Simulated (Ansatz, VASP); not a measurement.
**CdSe: VASP beside Ansatz**

```
Cd Se
1.0
     0.00000    3.00544    3.22155
     3.00544    0.00000    3.22155
     3.00544    3.00544    0.00000
Cd Se
1 1
Direct
  0.00000 0.00000 0.00000
  0.25000 0.25000 0.25000
```

Change from the starting cell: strained cell.

Alike in both runs: functional PBE; k mesh 8 × 8 × 8; occupations gaussian, width 0.02 eV; no spin polarisation.

Ansatz relaxed the structure, and its values are those at the end. VASP's run is a single point on that final structure, the one shown.

|  | VASP | Ansatz |
| --- | --- | --- |
| version | VASP 6.6.1 | Ansatz 0.2.0 |
| potentials or method | VASP PAW PBE potentials, release 64 (Cd, Se), cutoff 500 eV | scalar-relativistic, plane waves, PAW |
| valence electrons in the cell | 18 | 36 |

Ansatz gave:

```
gap on the k mesh at the Fermi level (eV) : 0.45
least direct gap on the mesh (eV)         : 0.45
pressure (GPa)                            : 0.9
```

Estimate VASP's values.

gap on the k mesh at the Fermi level (eV): 0.45; least direct gap on the mesh (eV): 0.45; pressure (GPa): 1.2.

VASP's potentials hold 18 valence electrons a cell and Ansatz's 36, so a difference there can come from the potentials and not from the codes. Ansatz's warnings: stress scf threshold loose.
